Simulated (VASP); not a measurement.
# Al (P6_3/mmc) in VASP: further runs

The runs below take Al through single point, with LDA.

All numbers are computed with VASP 6.6.1; they aren't measurements. Logs are shortened: lines on timing, memory, paths and dates and some standing lists are left out, and cuts for length are marked.

**1. The cell of the first run**

It takes space group P6_3/mmc (No. 194, hexagonal). Conventional cell: a = 2.781 Å, b = 2.781 Å, c = 4.862 Å, α = 90.00°, β = 90.00°, γ = 120.00°. Within 3.7 Å of Al (site symmetry -6m2) lie 12 Al at 2.78 to 2.91 Å.

This isn't the form of Al at room conditions, which is fcc.

**2. Single point, LDA**

The input, INCAR:

```
SYSTEM = Al
PREC = Accurate
ENCUT = 520
EDIFF = 1E-6
ISMEAR = 0
SIGMA = 0.15
LREAL = .False.
LASPH = .True.
NELM = 80
ALGO = Normal
ISIF = 2
LWAVE = .False.
LCHARG = .False.
GGA = CA
NBANDS = 10
```

The input, KPOINTS:

```
Automatic mesh
0
Gamma
  18 18 10
  0 0 0
```

The input, POSCAR:

```
Al
1.0
    2.7814000000      0.0000000000      0.0000000000
   -1.3907000000      2.4087630581      0.0000000000
    0.0000000000      0.0000000000      4.8620000000
Al
2
Direct
    0.6666666667      0.3333333333      0.7500000000
    0.3333333333      0.6666666667      0.2500000000
```

Potentials or basis: VASP PAW LDA potentials, release 64 (Al).

Run with:

```console
cat potpaw_LDA.64/Al/POTCAR > POTCAR
mpirun -np 1 vasp_std > vasp.out
```

OUTCAR:

```text
SYSTEM = Al
   PREC = Accurate
   ENCUT = 520
   EDIFF = 1E-6
   ISMEAR = 0
   LREAL = .False.
   LASPH = .True.
   NELM = 80
   ISIF = 2
   GGA = CA

 ion  position               nearest neighbor table
   1  0.667  0.333  0.750-   2 2.91   2 2.91   2 2.91   2 2.91   2 2.91   2 2.91
   2  0.333  0.667  0.250-   1 2.91   1 2.91   1 2.91   1 2.91   1 2.91   1 2.91

  LATTYP: Found a hexagonal cell.
 ALAT       =     2.7814000000
 C/A-ratio  =     1.7480405551

  Lattice vectors:

 A1 = (   2.7814000000,   0.0000000000,   0.0000000000)
 A2 = (  -1.3907000000,   2.4087630581,   0.0000000000)
 A3 = (   0.0000000000,   0.0000000000,   4.8620000000)

Analysis of symmetry for initial positions (statically):
=====================================================================
 Subroutine PRICEL returns:
 Original cell was already a primitive cell.

 Routine SETGRP: Setting up the symmetry group for a
 hexagonal supercell.

 Subroutine GETGRP returns: Found 24 space group operations
 (whereof 12 operations were pure point group operations)
 out of a pool of 24 trial point group operations.

The static configuration has the point symmetry D_3d.
 The point group associated with its full space group is D_6h.

Analysis of symmetry for dynamics (positions and initial velocities):
=====================================================================
 Subroutine PRICEL returns:
 Original cell was already a primitive cell.

 Routine SETGRP: Setting up the symmetry group for a
 hexagonal supercell.

 Subroutine GETGRP returns: Found 24 space group operations
 (whereof 12 operations were pure point group operations)
 out of a pool of 24 trial point group operations.

The dynamic configuration has the point symmetry D_3d.
 The point group associated with its full space group is D_6h.

 Subroutine INISYM returns: Found 24 space group operations
 (whereof 12 operations are pure point group operations),
 and found     1 'primitive' translations

----------------------------------------------------------------------------------------

                                     Primitive cell

  volume of cell :      32.5741

  direct lattice vectors                    reciprocal lattice vectors
     2.781400000  0.000000000  0.000000000     0.359531171  0.207575419  0.000000000
    -1.390700000  2.408763058  0.000000000     0.000000000  0.415150837  0.000000000
     0.000000000  0.000000000  4.862000000     0.000000000  0.000000000  0.205676676

  length of vectors
     2.781400000  2.781400000  4.862000000     0.415150837  0.415150837  0.205676676

  position of ions in fractional coordinates (direct lattice)
     0.666666667  0.333333333  0.750000000
     0.333333333  0.666666667  0.250000000

  ion indices of the primitive-cell ions
   primitive index   ion index
                 1           1
                 2           2

----------------------------------------------------------------------------------------

 KPOINTS: Automatic mesh

Automatic generation of k-mesh.
 Grid dimensions read from file:
 generate k-points for:   18   18   10

 Generating k-lattice:

  Cartesian coordinates                     Fractional coordinates (reciprocal lattice)
     0.019973954  0.011531968  0.000000000     0.055555556  0.000000000  0.000000000
     0.000000000  0.023063935  0.000000000     0.000000000  0.055555556  0.000000000
     0.000000000  0.000000000  0.020567668     0.000000000  0.000000000  0.100000000

  Length of vectors
     0.023063935  0.023063935  0.020567668

  Shift w.r.t. Gamma in fractional coordinates (k-lattice)
     0.000000000  0.000000000  0.000000000

 Subroutine IBZKPT returns following result:
 ===========================================

 Found    222 irreducible k-points:

 Following reciprocal coordinates:
            Coordinates               Weight
  0.000000  0.000000  0.000000      1.000000
  0.055556 -0.000000  0.000000      6.000000
  0.111111 -0.000000  0.000000      6.000000
  0.166667 -0.000000  0.000000      6.000000
  0.222222 -0.000000  0.000000      6.000000
  0.277778  0.000000  0.000000      6.000000
[... 16 lines left out ...]
  0.333333  0.111111  0.000000     12.000000
  0.388889  0.111111  0.000000     12.000000
 [... further k-points ...]
   k-points           NKPTS =    222   k-points in BZ     NKDIM =    222   number of bands    NBANDS=     10
   number of dos      NEDOS =    301   number of ions     NIONS =      2
   total plane-waves  NPLWV =  20736
   dimension x,y,z NGX =    24 NGY =   24 NGZ =   36
   dimension x,y,z NGXF=    48 NGYF=   48 NGZF=   72
   ions per type =               2
   NGX,Y,Z   is equivalent  to a cutoff of  14.34, 14.34, 12.31 a.u.
   NGXF,Y,Z  is equivalent  to a cutoff of  28.69, 28.69, 24.62 a.u.
 SYSTEM =  Al
   PREC   = accura    normal or accurate (medium, high low for compatibility)
   ISTART =      0    job   : 0-new  1-cont  2-samecut
   ICHARG =      2    charge: 1-file 2-atom 10-const
   ISPIN  =      1    spin polarized calculation?
   LNONCOLLINEAR =      F non collinear calculations
   LSORBIT =      F    spin-orbit coupling
   LASPH  =      T    aspherical Exc in radial PAW
   ENCUT  =  520.0 eV  38.22 Ry    6.18 a.u.   5.17  5.17  9.04*2*pi/ulx,y,z
   NELM   =     80;   NELMIN=  2; NELMDL= -5     # of ELM steps
   EDIFF  = 0.1E-05   stopping-criterion for ELM
   LREAL  =      F    real-space projection
   EDIFFG = 0.1E-04   stopping-criterion for IOM
   NSW    =      0    number of steps for IOM
   IBRION =     -1    ionic relax: 0-MD 1-quasi-New 2-CG
   NFREE  =      0    steps in history (QN), initial steepest desc. (CG)
   ISIF   =      2    stress and relaxation
   ISYM   =      2    0-nonsym 1-usesym 2-fastsym
   POTIM  = 0.5000    time-step for ionic-motion
   TEBEG  =    0.0;   TEEND  =   0.0 temperature during run
   PSTRESS=    0.0 pullay stress
   NELECT =       6.0000    total number of electrons
   NUPDOWN=      -1.0000    fix difference up-down
   EMIN   =  10.00;   EMAX   =-10.00  energy-range for DOS
   EFERMI =   0.00;   METHOD = LEGACY
   ISMEAR =     0;   SIGMA  =   0.15  broadening in eV -4-tet -1-fermi 0-gaus
   EFERMI_NEDOS =   21; number of points for ismear=-14 and -15
   IALGO  =     38    algorithm
   IMIX   =      4    mixing-type and parameters
     AMIX     =   0.40;   BMIX     =  1.00
     AMIX_MAG =   1.60;   BMIX_MAG =  1.00
  volume/ion in A,a.u.               =      16.29       109.91
  Fermi-wavevector in a.u.,A,eV,Ry     =   0.931468  1.760219 11.804848  0.867632
  Thomas-Fermi vector in A             =   2.057964
   LORBIT       =      0    0 simple, 1 ext, 2 COOP (PROOUT), +10 PAW based schemes
   GGA     = CA    functional components
   LHFCALC =     F    Hartree Fock is set to
   AEXX    =    0.0000 exact exchange contribution
   IVDW    =     0    specifies the selected vdW correction
   LEPSILON=     F    determine dielectric tensor
   LRPA    =     F    only Hartree local field effects (RPA)
 non-spin polarized calculation
 Gauss-broadening in eV      SIGMA  =   0.15
  energy-cutoff  :      520.00
  volume of cell :       32.57
 maximum number of plane-waves:       895
 NGX is ok and might be reduce to    24
   NGX = 11   NGY = 11   NGZ = 19

 number of electron       6.0000000 magnetization

 Free energy of the ion-electron system (eV)
  ---------------------------------------------------
  ext. energy  EPLUGINS =         0.00000000
  ---------------------------------------------------
  free energy    TOTEN  =        -8.30539695 eV

  energy without entropy =       -8.29658774  energy(sigma->0) =       -8.30099234

 E-fermi :   7.8997     XC(G=0): -10.3903

 val. band max:        7.8759607268   @ k =   0.3889   0.1667   0.2000
 cond. band min:       7.9152685599   @ k =   0.3333   0.2222   0.3000
 fundamental gap:      0.0393078330
 Fermi energy:         7.8996880285

 k-point     1 :       0.0000    0.0000    0.0000
  band No.  band energies     occupation
      1      -3.2692      2.00000
      2       2.6870      2.00000
      3       2.9980      2.00000
      4      18.9658      0.00000
      5      19.6049      0.00000
      6      19.6049      0.00000
      7      19.7959      0.00000
      8      19.7959      0.00000
      9      20.0772      0.00000
     10      22.9497      0.00000

 k-point     2 :       0.0556   -0.0000    0.0000
  band No.  band energies     occupation
      1      -3.1907      2.00000
      2       2.7640      2.00000
      3       3.0712      2.00000
      4      17.7929      0.00000
      5      18.5716      0.00000
      6      18.9875      0.00000
      7      20.1227      0.00000
      8      20.2633      0.00000
      9      20.9503      0.00000
     10      22.7272      0.00000

 k-point     3 :       0.1111   -0.0000    0.0000
  band No.  band energies     occupation
      1      -2.9554      2.00000
      2       2.9942      2.00000
      3       3.2908      2.00000
      4      15.6811      0.00000
      5      17.5802      0.00000
      6      18.5499      0.00000
      7      19.7921      0.00000
      8      20.2005      0.00000
      9      21.5121      0.00000
     10      21.7422      0.00000

 k-point     4 :       0.1667   -0.0000    0.0000
  band No.  band energies     occupation
      1      -2.5641      2.00000
      2       3.3752      2.00000
      3       3.6568      2.00000
      4      13.5538      0.00000
      5      16.7212      0.00000
      6      17.7018      0.00000
      7      18.7429      0.00000
      8      19.2839      0.00000
      9      20.8333      0.00000
     10      21.0404      0.00000
[... 222 lines left out ...]
 k-point    22 :       0.2778    0.1111    0.0000
  band No.  band energies     occupation
      1      -0.2409      2.00000
      2       5.5282      2.00000
      3       5.8506      2.00000
      4       8.0431      0.17634
      5      11.7011      0.00000
      6      13.7950      0.00000
      7      13.8138      0.00000
      8      17.3518      0.00000
      9      17.9089      0.00000
     10      19.6206      0.00000

 k-point    23 :       0.3333    0.1111    0.0000
  band No.  band energies     occupation
      1       0.7526      2.00000
      2       5.8002      2.00000
      3       6.7958      2.00000
      4       7.0243      2.00000
      5      11.0683      0.00000
      6      12.1400      0.00000
      7      12.5440      0.00000
      8      17.0479      0.00000
      9      17.5211      0.00000
     10      19.3350      0.00000

 k-point    24 :       0.3889    0.1111    0.0000
  band No.  band energies     occupation
      1       1.8880      2.00000
      2       4.5389      2.00000
      3       7.7801      1.74054
      4       7.8672      1.24060
      5      10.1283      0.00000
      6      10.6380      0.00000
      7      11.8572      0.00000
      8      16.8629      0.00000
      9      17.2906      0.00000
     10      19.1550      0.00000

 [... further k-points ...]
[... 5 lines left out ...]
  --------------------------------------------------------------------------------------
  -------------------------------------------------------------------------------------
  Total       -0.0624332     -0.0624332     -0.6122859      0.0000000     -0.0000000      0.0000000
  in kB       -3.0708130     -3.0708130    -30.1156586      0.0000000     -0.0000000      0.0000000
  external PRESSURE =     -12.0857615 kB  Pullay stress =       0.0000000 kB

 VOLUME and BASIS-vectors are now :
 -----------------------------------------------------------------------------
  energy-cutoff  :      520.00
  volume of cell :       32.57
      direct lattice vectors                 reciprocal lattice vectors
     2.781400000  0.000000000  0.000000000     0.359531171  0.207575419  0.000000000
    -1.390700000  2.408763058  0.000000000     0.000000000  0.415150837  0.000000000
     0.000000000  0.000000000  4.862000000     0.000000000  0.000000000  0.205676676

 POSITION                                       TOTAL-FORCE (eV/Angst)
 -----------------------------------------------------------------------------------
      1.39070      0.80292      3.64650        -0.000000      0.000000      0.000000
     -0.00000      1.60584      1.21550         0.000000     -0.000000      0.000000
 -----------------------------------------------------------------------------------
    total drift:                                0.000000     -0.000000     -0.000000

  FREE ENERGIE OF THE ION-ELECTRON SYSTEM (eV)
  ---------------------------------------------------
  free  energy   TOTEN  =        -8.3053969480 eV

  energy  without entropy=       -8.2965877406  energy(sigma->0) =       -8.30099234
```

It took 66 s on 1 thread of AMD EPYC 7R13, shared host; peak memory 0.14 GiB.

What came out:

```
Free energy            : -8.3054 eV
Pressure               : -1.2 GPa
Band gap on the k mesh : zero (bands 3 and 4 overlap by 6.72 eV)
```

**3. Single point, LDA**

This run uses another cell than the first one, of 16.39 Å³/atom.

The input, INCAR:

```
SYSTEM = Al
  PREC = Accurate
  ENCUT = 520
  EDIFF = 1E-6
  ISMEAR = 0
  SIGMA = 0.15
  LREAL = .FALSE.
  LASPH = .TRUE.
  NELM = 60
  ALGO = Normal
  ISIF = 2
  LWAVE = .FALSE.
  LCHARG = .FALSE.
  NBANDS = 10
```

The input, KPOINTS:

```
Automatic mesh
0
G
  18 18 10
  0 0 0
```

The input, POSCAR:

```
Al
1.0
    2.9006000000      0.0000000000      0.0000000000
   -1.4503000000      2.5119932862      0.0000000000
    0.0000000000      0.0000000000      4.4988000000
Al
2
Direct
    0.6666666667      0.3333333333      0.7500000000
    0.3333333333      0.6666666667      0.2500000000
```

Potentials or basis: VASP PAW LDA potentials, release 64 (Al).

Run with:

```console
cat potpaw_LDA.64/Al/POTCAR > POTCAR
mpirun -np 1 vasp_std > vasp.out
```

OUTCAR:

```text
SYSTEM = Al
   PREC = Accurate
   ENCUT = 520
   EDIFF = 1E-6
   ISMEAR = 0
   LREAL = .FALSE.
   LASPH = .TRUE.
   NELM = 60
   ISIF = 2

 ion  position               nearest neighbor table
   1  0.667  0.333  0.750-   2 2.80   2 2.80   2 2.80   2 2.80   2 2.80   2 2.80
   2  0.333  0.667  0.250-   1 2.80   1 2.80   1 2.80   1 2.80   1 2.80   1 2.80

  LATTYP: Found a hexagonal cell.
 ALAT       =     2.9006000000
 C/A-ratio  =     1.5509894505

  Lattice vectors:

 A1 = (   2.9006000000,   0.0000000000,   0.0000000000)
 A2 = (  -1.4503000000,   2.5119932862,   0.0000000000)
 A3 = (   0.0000000000,   0.0000000000,   4.4988000000)

Analysis of symmetry for initial positions (statically):
=====================================================================
 Subroutine PRICEL returns:
 Original cell was already a primitive cell.

 Routine SETGRP: Setting up the symmetry group for a
 hexagonal supercell.

 Subroutine GETGRP returns: Found 24 space group operations
 (whereof 12 operations were pure point group operations)
 out of a pool of 24 trial point group operations.

The static configuration has the point symmetry D_3d.
 The point group associated with its full space group is D_6h.

Analysis of symmetry for dynamics (positions and initial velocities):
[... 166 lines left out ...]
 Fermi energy:         7.8470953982

 k-point     1 :       0.0000    0.0000    0.0000
  band No.  band energies     occupation
      1      -3.2898      2.00000
      2       3.5816      2.00000
      3       4.0959      2.00000
      4      17.5235      0.00000
      5      17.5235      0.00000
      6      18.1783      0.00000
      7      18.1783      0.00000
      8      20.3711      0.00000
      9      21.1391      0.00000
     10      23.2100      0.00000
[... 287 lines left out ...]
 k-point    24 :       0.3889    0.1111    0.0000
  band No.  band energies     occupation
      1       1.4565      2.00000
      2       3.9511      2.00000
      3       7.9733      0.23392
      4       8.6871      0.00000
      5      10.0193      0.00000
      6      10.5612      0.00000
      7      11.6262      0.00000
      8      16.6497      0.00000
      9      17.1337      0.00000
     10      17.5453      0.00000

 [... further k-points ...]
[... 5 lines left out ...]
  --------------------------------------------------------------------------------------
  -------------------------------------------------------------------------------------
  Total       -0.6295037     -0.6295037      0.1586729      0.0000000     -0.0000000      0.0000000
  in kB      -30.7684657    -30.7684657      7.7555086      0.0000000     -0.0000000      0.0000000
  external PRESSURE =     -17.9271409 kB  Pullay stress =       0.0000000 kB

 VOLUME and BASIS-vectors are now :
 -----------------------------------------------------------------------------
  energy-cutoff  :      520.00
  volume of cell :       32.78
      direct lattice vectors                 reciprocal lattice vectors
     2.900600000  0.000000000  0.000000000     0.344756257  0.199045118  0.000000000
    -1.450300000  2.511993286  0.000000000     0.000000000  0.398090236  0.000000000
     0.000000000  0.000000000  4.498800000     0.000000000  0.000000000  0.222281497

 POSITION                                       TOTAL-FORCE (eV/Angst)
 -----------------------------------------------------------------------------------
      1.45030      0.83733      3.37410         0.000000      0.000000      0.000000
     -0.00000      1.67466      1.12470        -0.000000     -0.000000      0.000000
 -----------------------------------------------------------------------------------
    total drift:                                0.000000     -0.000000     -0.000000

  FREE ENERGIE OF THE ION-ELECTRON SYSTEM (eV)
  ---------------------------------------------------
  free  energy   TOTEN  =        -8.2970172938 eV

  energy  without entropy=       -8.2865126338  energy(sigma->0) =       -8.29176496
```

Run time: 60 s. Hardware: 1 thread of AMD EPYC 7R13, shared host; peak memory 0.14 GiB.

Results:

- Free energy: -8.2970 eV
- Pressure: -1.8 GPa
- Band gap on the k mesh: zero (bands 3 and 4 overlap by 8.23 eV)

Levels at points of the mesh, in eV from the Fermi level:
```csv
k point,band 1,band 2,band 3,band 4,band 5,band 6,band 7,band 8
"(0.00, 0.00, 0.00)",-11.14,-4.27,-3.75,9.68,9.68,10.33,10.33,12.52
"(0.50, 0.00, 0.00)",-5.57,-5.25,0.67,1.62,1.66,2.12,4.97,6.82
"(0.00, 0.00, 0.50)",-9.32,-9.32,4.44,4.44,11.11,11.11,11.11,11.11
"(0.50, 0.00, 0.50)",-3.98,-3.98,-3.30,-3.30,6.52,6.52,7.60,7.60
```
